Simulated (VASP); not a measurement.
# LiMg3Cl6 (P-31m) in VASP: relaxation of cell and atoms with PBE

Aim: the relaxation of cell and atoms of LiMg3Cl6 with PBE.

All numbers are computed with VASP 6.6.1; they aren't measurements. Logs are shortened: lines on timing, memory, paths and dates and some standing lists are left out, and cuts for length are marked.

## (1) The cell of the first run

Symmetry: P-31m, No. 162, trigonal system. Conventional cell: a = 6.393 Å, b = 6.393 Å, c = 6.786 Å, α = 90.00°, β = 90.00°, γ = 120.00°. Within 3.4 Å of Li (site symmetry -3m) lie 6 Cl at 2.57 Å and 2 Mg at 3.39 Å. Mg (site symmetry 32) has 6 Cl at 2.54 Å within 3.4 Å. Mg (site symmetry -3m) has 6 Cl at 2.93 Å and 2 Li at 3.39 Å within 3.9 Å. Cl (site symmetry m) has 3 Mg at 2.54 to 2.93 Å and 1 Li at 2.57 Å and 9 Cl at 3.49 to 3.74 Å within 3.8 Å.

The cell was generated, and may not be a known phase.

## (2) Relaxation of cell and atoms, PBE

INCAR

```
PREC = Accurate
ENCUT = 600
EDIFF = 1E-7
ISMEAR = 0
SIGMA = 0.1
LREAL = F
LASPH = T
NELM = 60
ALGO = Normal
ISIF = 3
LWAVE = F
LCHARG = F
GGA = PE
IBRION = 2
NSW = 100
EDIFFG = -0.01
```

KPOINTS

```
regular mesh
0
Gamma
  6 6 6
```

POSCAR

```
LiMg3Cl6
1.0
    6.3925115362      0.0000000000      0.0000000000
   -3.1962557681      5.5360773843      0.0000000000
    0.0000000000      0.0000000000      6.7860184229
Li Mg Cl
1 3 6
Direct
    0.0000000000      0.0000000000      0.0000000000
    0.3333333333      0.6666666667      0.0000000000
    0.6666666667      0.3333333333      0.0000000000
    0.0000000000      0.0000000000      0.5000000000
    0.3373732435      0.0000000000      0.2066628899
    0.0000000000      0.3373732435      0.2066628899
    0.6626267565      0.6626267565      0.2066628899
    0.0000000000      0.6626267565      0.7933371101
    0.6626267565      0.0000000000      0.7933371101
    0.3373732435      0.3373732435      0.7933371101
```

Potentials or basis: VASP PAW PBE potentials, release 64 (Li_sv, Mg, Cl).

On the command line:

```
$ cat potpaw_PBE.64/Li_sv/POTCAR potpaw_PBE.64/Mg/POTCAR potpaw_PBE.64/Cl/POTCAR > POTCAR
$ mpirun -np 1 vasp_std > vasp.out
```

OUTCAR:

```text
PREC = Accurate
   ENCUT = 600
   EDIFF = 1E-7
   ISMEAR = 0
   LREAL = F
   LASPH = T
   NELM = 60
   ISIF = 3
   GGA = PE
   IBRION = 2
   NSW = 100
   EDIFFG = -0.01

 ion  position               nearest neighbor table
   1  0.000  0.000  0.000-   6 2.57   7 2.57   8 2.57  10 2.57   9 2.57   5 2.57
   2  0.333  0.667  0.000-   5 2.54   8 2.54   9 2.54   6 2.54  10 2.54   7 2.54
   3  0.667  0.333  0.000-   9 2.54   6 2.54   5 2.54   8 2.54   7 2.54  10 2.54
   4  0.000  0.000  0.500-   6 2.93   7 2.93   8 2.93  10 2.93   9 2.93   5 2.93
   5  0.337  0.000  0.207-   2 2.54   3 2.54   1 2.57   4 2.93
   6  0.000  0.337  0.207-   3 2.54   2 2.54   1 2.57   4 2.93
   7  0.663  0.663  0.207-   3 2.54   2 2.54   1 2.57   4 2.93
   8  0.000  0.663  0.793-   2 2.54   3 2.54   1 2.57   4 2.93
   9  0.663  0.000  0.793-   3 2.54   2 2.54   1 2.57   4 2.93
  10  0.337  0.337  0.793-   2 2.54   3 2.54   1 2.57   4 2.93

  LATTYP: Found a hexagonal cell.
 ALAT       =     6.3925115362
 C/A-ratio  =     1.0615574778

  Lattice vectors:

 A1 = (   6.3925115362,   0.0000000000,   0.0000000000)
 A2 = (  -3.1962557681,   5.5360773843,   0.0000000000)
 A3 = (   0.0000000000,   0.0000000000,   6.7860184229)

Analysis of symmetry for initial positions (statically):
=====================================================================
 Subroutine PRICEL returns:
 Original cell was already a primitive cell.

 Routine SETGRP: Setting up the symmetry group for a
 hexagonal supercell.

 Subroutine GETGRP returns: Found 12 space group operations
 (whereof 12 operations were pure point group operations)
 out of a pool of 24 trial point group operations.

The static configuration has the point symmetry D_3d.

Analysis of symmetry for dynamics (positions and initial velocities):
=====================================================================
 Subroutine PRICEL returns:
 Original cell was already a primitive cell.

 Routine SETGRP: Setting up the symmetry group for a
 hexagonal supercell.

 Subroutine GETGRP returns: Found 12 space group operations
 (whereof 12 operations were pure point group operations)
 out of a pool of 24 trial point group operations.

The dynamic configuration has the point symmetry D_3d.

 Subroutine INISYM returns: Found 12 space group operations
 (whereof 12 operations are pure point group operations),
 and found     1 'primitive' translations

----------------------------------------------------------------------------------------

                                     Primitive cell

  volume of cell :     240.1534

  direct lattice vectors                    reciprocal lattice vectors
     6.392511536  0.000000000  0.000000000     0.156433038  0.090316657  0.000000000
    -3.196255768  5.536077384  0.000000000     0.000000000  0.180633313  0.000000000
     0.000000000  0.000000000  6.786018423     0.000000000  0.000000000  0.147361816

  length of vectors
     6.392511536  6.392511536  6.786018423     0.180633313  0.180633313  0.147361816

  position of ions in fractional coordinates (direct lattice)
     0.000000000  0.000000000  0.000000000
     0.333333333  0.666666667  0.000000000
     0.666666667  0.333333333  0.000000000
     0.000000000  0.000000000  0.500000000
     0.337373243  0.000000000  0.206662890
     0.000000000  0.337373243  0.206662890
     0.662626757  0.662626757  0.206662890
     0.000000000  0.662626757  0.793337110
     0.662626757  0.000000000  0.793337110
     0.337373243  0.337373243  0.793337110

  ion indices of the primitive-cell ions
   primitive index   ion index
                 1           1
                 2           2
                 3           3
                 4           4
                 5           5
                 6           6
                 7           7
                 8           8
                 9           9
[... 60 lines left out ...]
   ions per type =               1   3   6
   NGX,Y,Z   is equivalent  to a cutoff of  14.04, 14.04, 13.23 a.u.
   NGXF,Y,Z  is equivalent  to a cutoff of  28.09, 28.09, 26.46 a.u.
 SYSTEM =  unknown system
   PREC   = accura    normal or accurate (medium, high low for compatibility)
   ISTART =      0    job   : 0-new  1-cont  2-samecut
   ICHARG =      2    charge: 1-file 2-atom 10-const
   ISPIN  =      1    spin polarized calculation?
   LNONCOLLINEAR =      F non collinear calculations
   LSORBIT =      F    spin-orbit coupling
   LASPH  =      T    aspherical Exc in radial PAW
   ENCUT  =  600.0 eV  44.10 Ry    6.64 a.u.  12.77 12.77 13.55*2*pi/ulx,y,z
   NELM   =     60;   NELMIN=  2; NELMDL= -5     # of ELM steps
   EDIFF  = 0.1E-06   stopping-criterion for ELM
   LREAL  =      F    real-space projection
   EDIFFG = -.1E-01   stopping-criterion for IOM
   NSW    =    100    number of steps for IOM
   IBRION =      2    ionic relax: 0-MD 1-quasi-New 2-CG
   NFREE  =      1    steps in history (QN), initial steepest desc. (CG)
   ISIF   =      3    stress and relaxation
   ISYM   =      2    0-nonsym 1-usesym 2-fastsym
   POTIM  = 0.5000    time-step for ionic-motion
   TEBEG  =    0.0;   TEEND  =   0.0 temperature during run
   PSTRESS=    0.0 pullay stress
   NELECT =      51.0000    total number of electrons
   NUPDOWN=      -1.0000    fix difference up-down
   EMIN   =  10.00;   EMAX   =-10.00  energy-range for DOS
   EFERMI =   0.00;   METHOD = LEGACY
   ISMEAR =     0;   SIGMA  =   0.10  broadening in eV -4-tet -1-fermi 0-gaus
   EFERMI_NEDOS =   21; number of points for ismear=-14 and -15
   IALGO  =     38    algorithm
   IMIX   =      4    mixing-type and parameters
     AMIX     =   0.40;   BMIX     =  1.00
     AMIX_MAG =   1.60;   BMIX_MAG =  1.00
  volume/ion in A,a.u.               =      24.02       162.06
  Fermi-wavevector in a.u.,A,eV,Ry     =   0.976717  1.845727 12.979627  0.953976
  Thomas-Fermi vector in A             =   2.107358
   LORBIT       =      0    0 simple, 1 ext, 2 COOP (PROOUT), +10 PAW based schemes
   GGA     = PE    functional components
   LHFCALC =     F    Hartree Fock is set to
   AEXX    =    0.0000 exact exchange contribution
   IVDW    =     0    specifies the selected vdW correction
   LEPSILON=     F    determine dielectric tensor
   LRPA    =     F    only Hartree local field effects (RPA)
 conjugate gradient relaxation of ions
 non-spin polarized calculation
 Gauss-broadening in eV      SIGMA  =   0.10
  energy-cutoff  :      600.00
  volume of cell :      240.15
 maximum number of plane-waves:      8043
 NGX is ok and might be reduce to    54
   NGX = 25   NGY = 25   NGZ = 27

--------------------------------------- Ionic step        1  -------------------------------------------

 number of electron      50.9999998 magnetization

 Free energy of the ion-electron system (eV)
  ---------------------------------------------------
  ext. energy  EPLUGINS =         0.00000000
  ---------------------------------------------------
  free energy    TOTEN  =       -33.27660762 eV

  energy without entropy =      -33.25724327  energy(sigma->0) =      -33.26692544

------------------------ aborting loop because EDIFF is reached ----------------------------------------

  FORCE on cell =-STRESS in cart. coord.  units (eV):
  Direction    XX          YY          ZZ          XY          YZ          ZX
  --------------------------------------------------------------------------------------
  -------------------------------------------------------------------------------------
  Total       -0.1883196     -0.1883196     -0.2250862     -0.0000000      0.0000000      0.0000000
  in kB       -1.2563696     -1.2563696     -1.5016568     -0.0000000      0.0000000      0.0000000
  external PRESSURE =      -1.3381320 kB  Pullay stress =       0.0000000 kB

 VOLUME and BASIS-vectors are now :
 -----------------------------------------------------------------------------
  energy-cutoff  :      600.00
  volume of cell :      240.15
      direct lattice vectors                 reciprocal lattice vectors
     6.392511536  0.000000000  0.000000000     0.156433038  0.090316657  0.000000000
    -3.196255768  5.536077384  0.000000000     0.000000000  0.180633313  0.000000000
     0.000000000  0.000000000  6.786018423     0.000000000  0.000000000  0.147361816

 POSITION                                       TOTAL-FORCE (eV/Angst)
 -----------------------------------------------------------------------------------
      0.00000      0.00000      0.00000         0.000000     -0.000000      0.000000
     -0.00000      3.69072      0.00000         0.000000     -0.000000      0.000000
      3.19626      1.84536      0.00000         0.000000     -0.000000      0.000000
      0.00000      0.00000      3.39301         0.000000     -0.000000      0.000000
      2.15666      0.00000      1.40242         0.007539     -0.000000     -0.012544
     -1.07833      1.86772      1.40242        -0.003769      0.006529     -0.012544
      2.11792      3.66835      1.40242        -0.003769     -0.006529     -0.012544
     -2.11792      3.66835      5.38360         0.003769     -0.006529      0.012544
      4.23585      0.00000      5.38360        -0.007539     -0.000000      0.012544
      1.07833      1.86772      5.38360         0.003769      0.006529      0.012544
 -----------------------------------------------------------------------------------
    total drift:                                0.000000     -0.000000     -0.000000

  FREE ENERGIE OF THE ION-ELECTRON SYSTEM (eV)
  ---------------------------------------------------
  free  energy   TOTEN  =       -33.2766076209 eV

  energy  without entropy=      -33.2572432666  energy(sigma->0) =      -33.26692544

--------------------------------------- Ionic step        2  -------------------------------------------

 number of electron      50.9999998 magnetization

 Free energy of the ion-electron system (eV)
  ---------------------------------------------------
  ext. energy  EPLUGINS =         0.00000000
  ---------------------------------------------------
  free energy    TOTEN  =       -33.27699061 eV

  energy without entropy =      -33.25763967  energy(sigma->0) =      -33.26731514

 E-fermi :   3.7849     XC(G=0):  -7.9976

 val. band max:        3.7723349169   @ k =   0.3333   0.1667   0.5000
 cond. band min:       3.7921843435   @ k =   0.5000   0.0000   0.5000
 fundamental gap:      0.0198494266
 Fermi energy:         3.7848965338

 k-point     1 :       0.0000    0.0000    0.0000
  band No.  band energies     occupation
      1     -44.0149      2.00000
      2     -14.0689      2.00000
      3     -13.5167      2.00000
      4     -13.3657      2.00000
      5     -13.3657      2.00000
      6     -13.3410      2.00000
[... 805 lines left out ...]
     30       7.0346      0.00000
     31       7.2700      0.00000

 [... further k-points ...]

------------------------ aborting loop because EDIFF is reached ----------------------------------------

  FORCE on cell =-STRESS in cart. coord.  units (eV):
  Direction    XX          YY          ZZ          XY          YZ          ZX
  --------------------------------------------------------------------------------------
  -------------------------------------------------------------------------------------
  Total       -0.0300954     -0.0300954     -0.0510338      0.0000000      0.0000000      0.0000000
  in kB       -0.2013644     -0.2013644     -0.3414609      0.0000000      0.0000000      0.0000000
  external PRESSURE =      -0.2480633 kB  Pullay stress =       0.0000000 kB

 VOLUME and BASIS-vectors are now :
 -----------------------------------------------------------------------------
  energy-cutoff  :      600.00
  volume of cell :      239.46
      direct lattice vectors                 reciprocal lattice vectors
     6.386703916 -0.000000000  0.000000000     0.156575287  0.090398784 -0.000000000
    -3.193351958  5.531047837 -0.000000000     0.000000000  0.180797568 -0.000000000
     0.000000000  0.000000000  6.778649652    -0.000000000  0.000000000  0.147522007

 POSITION                                       TOTAL-FORCE (eV/Angst)
 -----------------------------------------------------------------------------------
     -3.19335      5.53105     -0.00000         0.000000     -0.000000     -0.000000
     -0.00000      3.68737     -0.00000         0.000000     -0.000000     -0.000000
      3.19335      1.84368      0.00000         0.000000     -0.000000     -0.000000
     -3.19335      5.53105      3.38932         0.000000     -0.000000     -0.000000
     -1.03829      5.53105      1.40029         0.003538     -0.000000      0.001664
     -1.07753      1.86634      1.40029        -0.001769      0.003064      0.001664
      2.11582      3.66471      1.40029        -0.001769     -0.003064      0.001664
     -2.11582      3.66471      5.37836         0.001769     -0.003064     -0.001664
      1.03829      5.53105      5.37836        -0.003538     -0.000000     -0.001664
      1.07753      1.86634      5.37836         0.001769      0.003064     -0.001664
 -----------------------------------------------------------------------------------
    total drift:                               -0.000000      0.000000      0.000000

  FREE ENERGIE OF THE ION-ELECTRON SYSTEM (eV)
  ---------------------------------------------------
  free  energy   TOTEN  =       -33.2769906141 eV

  energy  without entropy=      -33.2576396748  energy(sigma->0) =      -33.26731514

 reached required accuracy - stopping structural energy minimisation
```

It took 8.8 min on 1 thread of Intel Xeon 8259CL, shared host; peak memory 0.57 GiB.

Results:

| Quantity | Value |
| --- | --- |
| Free energy | -33.2770 eV |
| Relaxed volume | 23.95 Å³/atom |
| Relaxed cell | a = 6.387 Å, b = 6.387 Å, c = 6.779 Å, α = 90.00°, β = 90.00°, γ = 120.00° |
| Space group after relaxing (to 0.1 Å) | P-31m (No. 162) |
| Energy gained by relaxing | 0.0 meV/atom |
| Ionic steps | 2 |
| Pressure after relaxing | 0.0 GPa |
| Largest force after relaxing | 0.004 eV/Å |
| Band gap on the k mesh | zero (an odd number of electrons rules out a gap without spin polarisation) |

Forces in eV/Å, atoms in the order of the input:
```
Li   0.000  0.000  0.000
Mg   0.000  0.000  0.000
Mg   0.000  0.000  0.000
Mg   0.000  0.000  0.000
Cl   0.004  0.000  0.002
Cl  -0.002  0.003  0.002
Cl  -0.002 -0.003  0.002
Cl   0.002 -0.003 -0.002
Cl  -0.004  0.000 -0.002
Cl   0.002  0.003 -0.002
```

The path:
```csv
step,energy change (eV),largest force (eV/Å),pressure (GPa),volume (Å³)
1,0.0000,0.0146,-0.13,240.15
2,-0.0004,0.0039,-0.02,239.46
```

Final structure:
```xyz
10
Lattice="6.3867 0.0000 0.0000 -3.1934 5.5310 0.0000 0.0000 0.0000 6.7786" Properties=species:S:1:pos:R:3 pbc="T T T"
Li   -3.1934    5.5310    0.0000
Mg    0.0000    3.6874    0.0000
Mg    3.1934    1.8437    0.0000
Mg   -3.1934    5.5310    3.3893
Cl   -1.0383    5.5310    1.4003
Cl   -1.0775    1.8663    1.4003
Cl    2.1158    3.6647    1.4003
Cl   -2.1158    3.6647    5.3784
Cl    1.0383    5.5310    5.3784
Cl    1.0775    1.8663    5.3784
```

Levels at points of the mesh, in eV from the Fermi level:
```tsv
k point	band 21	band 22	band 23	band 24	band 25	band 26	band 27	band 28	band 29	band 30
(0.00, 0.00, 0.00)	-4.74	-4.73	-4.73	-4.53	-4.53	-0.88	2.35	2.90	2.94	3.64
(0.50, 0.00, 0.00)	-4.98	-4.97	-4.87	-4.71	-4.57	0.16	2.16	2.42	2.49	3.36
(0.00, 0.00, 0.50)	-5.05	-4.66	-4.66	-4.55	-4.55	0.36	1.50	2.67	2.67	3.13
(0.50, 0.00, 0.50)	-5.01	-5.01	-4.88	-4.82	-4.67	0.01	1.81	2.79	2.88	3.30
```

Caveat: the cutoff is under 1.25 times the usual one of these potentials, so pressure, stress and relaxed cells hold a basis-set (Pulay) error; an odd number of electrons without spin polarisation forces a metal; a magnetic or distorted state may lie lower.
